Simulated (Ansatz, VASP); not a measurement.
K: VASP beside Ansatz

INCAR

```
ALGO = Fast
EDIFF = 1E-7
ENCUT = 520
GGA = PE
ISIF = 2
ISMEAR = 0
LASPH = T
LCHARG = T
LELF = T
LREAL = F
LVHAR = T
LWAVE = F
NBANDS = 10
NELM = 60
PREC = Accurate
SIGMA = 0.05
```

KPOINTS

```
k-points
0
Gamma
  6 6 6
```

Contents of POSCAR:

```
K
1.0
   -2.6150000000      2.6150000000      2.6150000000
    2.6150000000     -2.6150000000      2.6150000000
    2.6150000000      2.6150000000     -2.6150000000
K
1
Direct
    0.0000000000      0.0000000000      0.0000000000
```

Input for Ansatz:

```yaml
crystal:
  lattice:
    - [-2.615, 2.615, 2.615]
    - [2.615, -2.615, 2.615]
    - [2.615, 2.615, -2.615]
  atoms:
    - { symbol: K, position: [0.0, 0.0, 0.0] }
basis:
  ecutwfc: 600
  ecutrho_ratio: 5
kpoints:
  mp_grid: { grid: [6, 6, 6] }
hamiltonian:
  xc: pbe
scf:
  occupations: { method: gaussian, width: 0.05 }
output:
  forces: true
  stress: true
  eigenvalues: true
```

Alike in both runs: task single point; functional PBE; k mesh 6 × 6 × 6; occupations gaussian, width 0.05 eV; no spin polarisation.

|  | VASP | Ansatz |
| --- | --- | --- |
| version | VASP 6.6.1 | Ansatz 0.2.0 |
| potentials or method | VASP PAW PBE potentials, release 64 (K_sv), cutoff 520 eV | scalar-relativistic, plane waves, PAW |
| valence electrons in the cell | 9 | 9 |

```tsv
	VASP	Ansatz	Ansatz less VASP
pressure (GPa)	0.1	0.1	+0.01
```
